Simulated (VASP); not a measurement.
Here is a VASP 6.6.1 calculation.

File POSCAR:

```
Mg
1.0
    2.9936847950      0.0000000000      0.0000000000
    0.0000000000      2.9936847950      0.0000000000
    0.0000000000      0.0000000000      2.9936847950
Mg
1
Direct
    0.0000000000      0.0000000000      0.0000000000
```

File INCAR.step1:

```
PREC = Accurate
ENCUT = 520
ISMEAR = -1
SIGMA = 0.1
LREAL = False
LASPH = True
NELM = 60
NBANDS = 7
GGA = PE
ALGO = Normal
EDIFF = 1E-4
LWAVE = True
LCHARG = False
```

The input INCAR.step2:

```
PREC = Accurate
ENCUT = 520
EDIFF = 1E-7
ISMEAR = -1
SIGMA = 0.1
LREAL = False
LASPH = True
NELM = 60
ALGO = Normal
ISIF = 2
LWAVE = False
LCHARG = True
METAGGA = R2SCAN
LMIXTAU = True
LELF = True
LVHAR = True
NBANDS = 7
ISTART = 1
```

Contents of KPOINTS:

```
Automatic mesh
0
Gamma
  6 6 6
```

Potentials or basis: VASP PAW PBE potentials, release 64 (Mg).

The run is started by

```bash
$ cat potpaw_PBE.64/Mg/POTCAR > POTCAR
$ cp INCAR.step1 INCAR
$ mpirun -np 1 vasp_std > vasp.out
$ cp INCAR.step2 INCAR
$ mpirun -np 1 vasp_std > vasp.out
```

Question: What does it give for the pressure?

Answer: 0.1 GPa.

Question: Predict the band gap on the k mesh.

Answer: Zero (bands 1 and 2 overlap by 7.28 eV).

Caveat: the PAW data sets were made with another functional, which shifts forces and pressure a little.
